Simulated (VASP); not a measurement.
# Sn4P (Pm-3m) in VASP: further runs

Runs on Sn4P. Level: PBE. Tasks: single point, relaxation of cell and atoms.

Everything below comes from runs of VASP 6.6.1. Logs are shortened: lines on timing, memory, paths and dates and some standing lists are left out, and cuts for length are marked.

## Step 1: The cell of the first run

Symmetry: Pm-3m, No. 221, cubic system. Conventional cell: a = 4.980 Å, b = 4.980 Å, c = 4.980 Å, α = 90.00°, β = 90.00°, γ = 90.00°. Sn (site symmetry m-3m) has 6 Sn at 2.49 Å within 3.3 Å. Within 3.3 Å of Sn (site symmetry 4/mmm) lie 2 Sn at 2.49 Å. Within 4.6 Å of P (site symmetry m-3m) lie 20 Sn at 3.52 to 4.31 Å.

## Step 2: Single point, PBE

INCAR

```
PREC = Accurate
ENCUT = 520
EDIFF = 1E-7
ISMEAR = 0
SIGMA = 0.1
LREAL = False
LASPH = True
NELM = 80
ALGO = Normal
ISIF = 2
LWAVE = False
LCHARG = False
GGA = PE
NBANDS = 38
```

KPOINTS

```
Automatic mesh
0
Gamma
  4 4 4
```

POSCAR

```
Sn4P
1.0
    4.9802368600      0.0000000000      0.0000000000
    0.0000000000      4.9802368600      0.0000000000
    0.0000000000      0.0000000000      4.9802368600
Sn P
4 1
Direct
    0.5000000000      0.5000000000      0.5000000000
    0.0000000000      0.5000000000      0.5000000000
    0.5000000000      0.0000000000      0.5000000000
    0.5000000000      0.5000000000      0.0000000000
    0.0000000000      0.0000000000      0.0000000000
```

Potentials or basis: VASP PAW PBE potentials, release 64 (Sn_d, P).

Started as:

```
$ cat potpaw_PBE.64/Sn_d/POTCAR potpaw_PBE.64/P/POTCAR > POTCAR
$ mpirun -np 1 vasp_std > vasp.out
```

OUTCAR:

```text
PREC = Accurate
   ENCUT = 520
   EDIFF = 1E-7
   ISMEAR = 0
   LREAL = False
   LASPH = True
   NELM = 80
   ISIF = 2
   GGA = PE

 ion  position               nearest neighbor table
   1  0.500  0.500  0.500-   2 2.49   3 2.49   4 2.49   4 2.49   3 2.49   2 2.49
   2  0.000  0.500  0.500-   1 2.49   1 2.49   4 3.52   4 3.52   3 3.52   3 3.52   3 3.52   4 3.52
                             4 3.52   3 3.52
   3  0.500  0.000  0.500-   1 2.49   1 2.49   4 3.52   4 3.52   2 3.52   2 3.52   4 3.52   4 3.52
                             2 3.52   2 3.52
   4  0.500  0.500  0.000-   1 2.49   1 2.49   3 3.52   2 3.52   2 3.52   3 3.52   3 3.52   3 3.52
                             2 3.52   2 3.52
   5  0.000  0.000  0.000-

  LATTYP: Found a simple cubic cell.
 ALAT       =     4.9802368600

  Lattice vectors:

 A1 = (   4.9802368600,   0.0000000000,   0.0000000000)
 A2 = (   0.0000000000,   4.9802368600,   0.0000000000)
 A3 = (   0.0000000000,   0.0000000000,   4.9802368600)

Analysis of symmetry for initial positions (statically):
=====================================================================
 Subroutine PRICEL returns:
 Original cell was already a primitive cell.

 Routine SETGRP: Setting up the symmetry group for a
 simple cubic supercell.

 Subroutine GETGRP returns: Found 48 space group operations
 (whereof 48 operations were pure point group operations)
 out of a pool of 48 trial point group operations.

The static configuration has the point symmetry O_h .

Analysis of symmetry for dynamics (positions and initial velocities):
=====================================================================
 Subroutine PRICEL returns:
 Original cell was already a primitive cell.

 Routine SETGRP: Setting up the symmetry group for a
 simple cubic supercell.

 Subroutine GETGRP returns: Found 48 space group operations
 (whereof 48 operations were pure point group operations)
 out of a pool of 48 trial point group operations.

The dynamic configuration has the point symmetry O_h .

 Subroutine INISYM returns: Found 48 space group operations
 (whereof 48 operations are pure point group operations),
 and found     1 'primitive' translations

----------------------------------------------------------------------------------------

                                     Primitive cell

  volume of cell :     123.5236

  direct lattice vectors                    reciprocal lattice vectors
     4.980236860  0.000000000  0.000000000     0.200793663  0.000000000  0.000000000
     0.000000000  4.980236860  0.000000000     0.000000000  0.200793663  0.000000000
     0.000000000  0.000000000  4.980236860     0.000000000  0.000000000  0.200793663

  length of vectors
     4.980236860  4.980236860  4.980236860     0.200793663  0.200793663  0.200793663

  position of ions in fractional coordinates (direct lattice)
     0.500000000  0.500000000  0.500000000
     0.000000000  0.500000000  0.500000000
     0.500000000  0.000000000  0.500000000
     0.500000000  0.500000000  0.000000000
     0.000000000  0.000000000  0.000000000

  ion indices of the primitive-cell ions
   primitive index   ion index
                 1           1
                 2           2
                 3           3
                 4           4
                 5           5

----------------------------------------------------------------------------------------

 KPOINTS: Automatic mesh

Automatic generation of k-mesh.
 Grid dimensions read from file:
 generate k-points for:    4    4    4

 Generating k-lattice:

  Cartesian coordinates                     Fractional coordinates (reciprocal lattice)
     0.050198416  0.000000000  0.000000000     0.250000000  0.000000000  0.000000000
     0.000000000  0.050198416  0.000000000     0.000000000  0.250000000  0.000000000
     0.000000000  0.000000000  0.050198416     0.000000000  0.000000000  0.250000000

  Length of vectors
     0.050198416  0.050198416  0.050198416

  Shift w.r.t. Gamma in fractional coordinates (k-lattice)
     0.000000000  0.000000000  0.000000000

 Subroutine IBZKPT returns following result:
 ===========================================

 Found     10 irreducible k-points:

 Following reciprocal coordinates:
            Coordinates               Weight
  0.000000  0.000000  0.000000      1.000000
  0.250000  0.000000  0.000000      6.000000
  0.500000  0.000000  0.000000      3.000000
  0.250000  0.250000  0.000000     12.000000
  0.500000  0.250000  0.000000     12.000000
  0.500000  0.500000  0.000000      3.000000
  0.250000  0.250000  0.250000      8.000000
  0.500000  0.250000  0.250000     12.000000
  0.500000  0.500000  0.250000      6.000000
  0.500000  0.500000  0.500000      1.000000
   k-points           NKPTS =     10   k-points in BZ     NKDIM =     10   number of bands    NBANDS=     38
   number of dos      NEDOS =    301   number of ions     NIONS =      5
   total plane-waves  NPLWV =  64000
   dimension x,y,z NGX =    40 NGY =   40 NGZ =   40
   dimension x,y,z NGXF=    80 NGYF=   80 NGZF=   80
   ions per type =               4   1
   NGX,Y,Z   is equivalent  to a cutoff of  13.35, 13.35, 13.35 a.u.
   NGXF,Y,Z  is equivalent  to a cutoff of  26.70, 26.70, 26.70 a.u.
 SYSTEM =  unknown system
   PREC   = accura    normal or accurate (medium, high low for compatibility)
   ISTART =      0    job   : 0-new  1-cont  2-samecut
   ICHARG =      2    charge: 1-file 2-atom 10-const
   ISPIN  =      1    spin polarized calculation?
   LNONCOLLINEAR =      F non collinear calculations
   LSORBIT =      F    spin-orbit coupling
   LASPH  =      T    aspherical Exc in radial PAW
   ENCUT  =  520.0 eV  38.22 Ry    6.18 a.u.   9.26  9.26  9.26*2*pi/ulx,y,z
   NELM   =     80;   NELMIN=  2; NELMDL= -5     # of ELM steps
   EDIFF  = 0.1E-06   stopping-criterion for ELM
   LREAL  =      F    real-space projection
   EDIFFG = 0.1E-05   stopping-criterion for IOM
   NSW    =      0    number of steps for IOM
   IBRION =     -1    ionic relax: 0-MD 1-quasi-New 2-CG
   NFREE  =      0    steps in history (QN), initial steepest desc. (CG)
   ISIF   =      2    stress and relaxation
   ISYM   =      2    0-nonsym 1-usesym 2-fastsym
   POTIM  = 0.5000    time-step for ionic-motion
   TEBEG  =    0.0;   TEEND  =   0.0 temperature during run
   PSTRESS=    0.0 pullay stress
   NELECT =      61.0000    total number of electrons
   NUPDOWN=      -1.0000    fix difference up-down
   EMIN   =  10.00;   EMAX   =-10.00  energy-range for DOS
   EFERMI =   0.00;   METHOD = LEGACY
   ISMEAR =     0;   SIGMA  =   0.10  broadening in eV -4-tet -1-fermi 0-gaus
   EFERMI_NEDOS =   21; number of points for ismear=-14 and -15
   IALGO  =     38    algorithm
   IMIX   =      4    mixing-type and parameters
     AMIX     =   0.40;   BMIX     =  1.00
     AMIX_MAG =   1.60;   BMIX_MAG =  1.00
  volume/ion in A,a.u.               =      24.70       166.72
  Fermi-wavevector in a.u.,A,eV,Ry     =   1.294001  2.445308 22.782137  1.674440
  Thomas-Fermi vector in A             =   2.425612
   LORBIT       =      0    0 simple, 1 ext, 2 COOP (PROOUT), +10 PAW based schemes
   GGA     = PE    functional components
   LHFCALC =     F    Hartree Fock is set to
   AEXX    =    0.0000 exact exchange contribution
   IVDW    =     0    specifies the selected vdW correction
   LEPSILON=     F    determine dielectric tensor
   LRPA    =     F    only Hartree local field effects (RPA)
 non-spin polarized calculation
 Gauss-broadening in eV      SIGMA  =   0.10
  energy-cutoff  :      520.00
  volume of cell :      123.52
 maximum number of plane-waves:      3362
 NGX is ok and might be reduce to    40
   NGX = 19   NGY = 19   NGZ = 19

 number of electron      60.9999992 magnetization

 Free energy of the ion-electron system (eV)
  ---------------------------------------------------
  ext. energy  EPLUGINS =         0.00000000
  ---------------------------------------------------
  free energy    TOTEN  =       -12.90884748 eV

  energy without entropy =      -12.89243121  energy(sigma->0) =      -12.90063935

 E-fermi :   7.8823     XC(G=0): -10.3093

 val. band max:        7.7641308218   @ k =   0.5000   0.2500   0.2500
 cond. band min:       7.9046635590   @ k =   0.5000   0.0000   0.0000
 fundamental gap:      0.1405327372
 Fermi energy:         7.8822813890

 k-point     1 :       0.0000    0.0000    0.0000
  band No.  band energies     occupation
      1     -15.1771      2.00000
      2     -15.1771      2.00000
      3     -14.5533      2.00000
      4     -14.5533      2.00000
      5     -14.5533      2.00000
      6     -14.1709      2.00000
[... 30 lines left out ...]
     37      12.1406      0.00000
     38      12.6848      0.00000

 k-point     2 :       0.2500    0.0000    0.0000
  band No.  band energies     occupation
      1     -15.1765      2.00000
      2     -15.0189      2.00000
      3     -14.5519      2.00000
      4     -14.4860      2.00000
      5     -14.4860      2.00000
      6     -14.1249      2.00000
[... 30 lines left out ...]
     37      11.2162      0.00000
     38      12.9786      0.00000

 k-point     3 :       0.5000    0.0000    0.0000
  band No.  band energies     occupation
      1     -15.1760      2.00000
      2     -14.8373      2.00000
      3     -14.5505      2.00000
      4     -14.4028      2.00000
      5     -14.4028      2.00000
      6     -13.9806      2.00000
[... 30 lines left out ...]
     37      12.1691      0.00000
     38      13.0733      0.00000

 k-point     4 :       0.2500    0.2500    0.0000
  band No.  band energies     occupation
      1     -15.1031      2.00000
      2     -14.9143      2.00000
      3     -14.4858      2.00000
      4     -14.4834      2.00000
      5     -14.4137      2.00000
      6     -14.0963      2.00000
[... 30 lines left out ...]
     37      12.4221      0.00000
     38      13.8761      0.00000
[... 129 lines left out ...]
      4     -14.3205      2.00000
      5     -14.3155      2.00000
      6     -13.9837      2.00000
[... 30 lines left out ...]
     37      12.9097      0.00000
     38      13.0052      0.00000

 k-point     9 :       0.5000    0.5000    0.2500
  band No.  band energies     occupation
      1     -14.8053      2.00000
      2     -14.3951      2.00000
      3     -14.3163      2.00000
      4     -14.3163      2.00000
      5     -14.1956      2.00000
      6     -13.9919      2.00000
[... 30 lines left out ...]
     37      13.0865      0.00000
     38      13.0865      0.00000

 k-point    10 :       0.5000    0.5000    0.5000
  band No.  band energies     occupation
      1     -14.3932      2.00000
      2     -14.3932      2.00000
      3     -14.1931      2.00000
      4     -14.1931      2.00000
      5     -14.1931      2.00000
      6     -14.0008      2.00000
[... 30 lines left out ...]
     37      13.0077      0.00000
     38      13.0077      0.00000

------------------------ aborting loop because EDIFF is reached ----------------------------------------

  FORCE on cell =-STRESS in cart. coord.  units (eV):
  Direction    XX          YY          ZZ          XY          YZ          ZX
  --------------------------------------------------------------------------------------
  -------------------------------------------------------------------------------------
  Total       20.6556466     20.6556466     20.6556466      0.0000000      0.0000000     -0.0000000
  in kB      267.9164511    267.9164511    267.9164511      0.0000000      0.0000000     -0.0000000
  external PRESSURE =     267.9164511 kB  Pullay stress =       0.0000000 kB

 VOLUME and BASIS-vectors are now :
 -----------------------------------------------------------------------------
  energy-cutoff  :      520.00
  volume of cell :      123.52
      direct lattice vectors                 reciprocal lattice vectors
     4.980236860  0.000000000  0.000000000     0.200793663  0.000000000  0.000000000
     0.000000000  4.980236860  0.000000000     0.000000000  0.200793663  0.000000000
     0.000000000  0.000000000  4.980236860     0.000000000  0.000000000  0.200793663

 POSITION                                       TOTAL-FORCE (eV/Angst)
 -----------------------------------------------------------------------------------
      2.49012      2.49012      2.49012         0.000000      0.000000      0.000000
      0.00000      2.49012      2.49012         0.000000      0.000000      0.000000
      2.49012      0.00000      2.49012         0.000000      0.000000      0.000000
      2.49012      2.49012      0.00000         0.000000      0.000000      0.000000
      0.00000      0.00000      0.00000         0.000000      0.000000      0.000000
 -----------------------------------------------------------------------------------
    total drift:                               -0.000000     -0.000000     -0.000000

  FREE ENERGIE OF THE ION-ELECTRON SYSTEM (eV)
  ---------------------------------------------------
  free  energy   TOTEN  =       -12.9088474798 eV

  energy  without entropy=      -12.8924312106  energy(sigma->0) =      -12.90063935
```

Wall time 78 s (1 thread of Intel Xeon 6975P-C, shared host); peak memory 0.25 GiB.

Results:

```yaml
Free_energy: -12.9088 eV
Pressure: 26.8 GPa
```

Caveat: spin-orbit coupling is left out, which moves the levels of the heavy elements.

## Step 3: Single point, PBE

This run uses another cell than the first one, of 35.35 Å³/atom, 1.431 times its volume.

INCAR

```
SYSTEM = Sn4P
PREC     = Accurate       ! precision mode
ENCUT    = 520            ! plane-wave cutoff, eV
EDIFF    = 1E-6           ! SCF threshold, eV
ISMEAR   = 0              ! smearing method
SIGMA    = 0.1            ! smearing width, eV
LREAL    = .FALSE.        ! projectors in reciprocal space
LASPH    = .TRUE.         ! aspherical terms in the spheres
NELM     = 100            ! most SCF steps
ALGO     = Normal         ! electronic algorithm
ISIF     = 2              ! what is computed and relaxed
LWAVE    = .FALSE.        ! write WAVECAR
LCHARG   = .TRUE.         ! write CHGCAR
GGA      = PE             ! functional
LELF     = .TRUE.         ! ELF
LVHAR    = .TRUE.       
NBANDS   = 38             ! bands
```

KPOINTS

```
regular mesh
0
G
  4 4 4
  0 0 0
```

Changes to POSCAR since step 2:

```diff
@@ -2,5 +2,5 @@
 1.0
-    4.9802368600      0.0000000000      0.0000000000
-    0.0000000000      4.9802368600      0.0000000000
-    0.0000000000      0.0000000000      4.9802368600
+    5.6120196233      0.0000000000      0.0000000000
+    0.0000000000      5.6120196233      0.0000000000
+    0.0000000000      0.0000000000      5.6120196233
 Sn P
```

Potentials or basis: VASP PAW PBE potentials, release 64 (Sn_d, P).

Started as:

```
$ cat potpaw_PBE.64/Sn_d/POTCAR potpaw_PBE.64/P/POTCAR > POTCAR
$ mpirun -np 1 vasp_std > vasp.out
```

Run time: 96 s. Hardware: 1 thread of Intel Xeon 6975P-C, shared host; peak memory 0.27 GiB.

The run converged. Its results:

* Free energy: -16.1249 eV
* Pressure: 0.2 GPa

Levels at points of the mesh, in eV from the Fermi level:
```tsv
k point	band 26	band 27	band 28	band 29	band 30	band 31	band 32	band 33	band 34	band 35
(0.00, 0.00, 0.00)	-3.84	-3.84	-2.54	-0.57	-0.57	-0.57	1.37	1.37	1.37	2.76
(0.50, 0.00, 0.00)	-3.48	-3.48	-1.10	-1.10	-0.10	0.37	0.45	1.41	1.41	1.48
(0.50, 0.50, 0.00)	-3.16	-1.38	-1.06	-1.06	-0.45	0.19	0.19	1.47	1.47	1.93
(0.50, 0.50, 0.50)	-2.53	-2.53	-2.53	1.44	1.44	1.44	1.99	1.99	2.92	2.92
```

Caveat: spin-orbit coupling is left out, which moves the levels of the heavy elements.

## Step 4: Relaxation of cell and atoms, PBE

INCAR

```
SYSTEM = Sn4P
ALGO = Normal
EDIFF = 1E-7
EDIFFG = -0.04
ENCUT = 600
GGA = PE
IBRION = 2
ISIF = 3
ISMEAR = 0
LASPH = .TRUE.
LCHARG = .FALSE.
LREAL = .FALSE.
LWAVE = .FALSE.
NELM = 100
NSW = 90
PREC = Accurate
SIGMA = 0.1
```

KPOINTS

```
k-points
0
G
  4 4 4
  0 0 0
```

Changes to POSCAR since step 3:

```diff
@@ -2,5 +2,5 @@
 1.0
-    5.6120196233      0.0000000000      0.0000000000
-    0.0000000000      5.6120196233      0.0000000000
-    0.0000000000      0.0000000000      5.6120196233
+    4.9802368600      0.0000000000      0.0000000000
+    0.0000000000      4.9802368600      0.0000000000
+    0.0000000000      0.0000000000      4.9802368600
 Sn P
```

Started as:

```
$ cat potpaw_PBE.64/Sn_d/POTCAR potpaw_PBE.64/P/POTCAR > POTCAR
$ mpirun -np 1 vasp_std > vasp.out
```

Wall time 4.8 min (1 thread of Intel Xeon 6975P-C, shared host); peak memory 0.27 GiB.

The run converged. Its results:

* Free energy: -16.1130 eV
* Relaxed volume: 35.77 Å³/atom
* Relaxed cell: a = 5.634 Å, b = 5.634 Å, c = 5.634 Å, α = 90.00°, β = 90.00°, γ = 90.00°
* Space group after relaxing (to 0.05 Å): Pm-3m (No. 221)
* Energy gained by relaxing: 640.8 meV/atom
* Ionic steps: 4
* Pressure after relaxing: -0.1 GPa

The path:
| step | energy change (eV) | largest force (eV/Å) | pressure (GPa) | volume (Å³) |
| --- | --- | --- | --- | --- |
| 1 | 0.0000 | 0.0000 | 26.84 | 123.52 |
| 2 | -2.7239 | 0.0000 | -3.68 | 213.27 |
| 3 | -3.2010 | 0.0000 | 0.43 | 175.72 |
| 4 | -3.2038 | 0.0000 | -0.12 | 178.83 |

Final structure:
```cif
data_structure
_symmetry_space_group_name_H-M 'P 1'
_symmetry_Int_Tables_number 1
_cell_length_a 5.6339
_cell_length_b 5.6339
_cell_length_c 5.6339
_cell_angle_alpha 90.000
_cell_angle_beta 90.000
_cell_angle_gamma 90.000
_cell_volume 178.83
loop_
_atom_site_label
_atom_site_type_symbol
_atom_site_fract_x
_atom_site_fract_y
_atom_site_fract_z
_atom_site_occupancy
Sn1 Sn 0.50000 0.50000 0.50000 1
Sn2 Sn 0.00000 0.50000 0.50000 1
Sn3 Sn 0.50000 0.00000 0.50000 1
Sn4 Sn 0.50000 0.50000 0.00000 1
P1 P 0.00000 0.00000 0.00000 1
```

Levels at points of the mesh, in eV from the Fermi level:
```csv
k point,band 27,band 28,band 29,band 30,band 31,band 32,band 33,band 34
"(0.00, 0.00, 0.00)",-3.80,-2.59,-0.56,-0.56,-0.56,1.35,1.35,1.35
"(0.50, 0.00, 0.00)",-3.44,-1.08,-1.08,-0.11,0.35,0.45,1.39,1.39
"(0.50, 0.50, 0.00)",-1.37,-1.05,-1.05,-0.44,0.20,0.20,1.44,1.44
"(0.50, 0.50, 0.50)",-2.49,-2.49,1.41,1.41,1.41,1.95,1.95,2.86
```

Caveat: the volume moved by over 15 % at a fixed basis, so the end points are rough; spin-orbit coupling is left out, which moves the levels of the heavy elements.

## Step 5: Summary

| task | cell | cutoff (eV) | gap on the mesh (eV) | pressure (GPa) |
| --- | --- | --- | --- | --- |
| single point | a = 4.980 Å, 5 atoms | 520 | none | 26.8 |
| single point | a = 5.612 Å, 5 atoms | 520 | none | 0.2 |
| relaxation of cell and atoms | relaxed from a = 4.980 Å, 5 atoms | 600 | none | -0.1 |

Alike in all rows: level PBE; potentials or basis VASP PAW PBE potentials, release 64 (Sn_d, P); no spin polarisation; k mesh 4 × 4 × 4; smearing gaussian 0.1 eV.

Caveats: spin-orbit coupling is left out, which moves the levels of the heavy elements; the volume moved by over 15 % at a fixed basis, so the end points are rough (some runs).

Absolute energies hang on the potentials; compare differences alone.
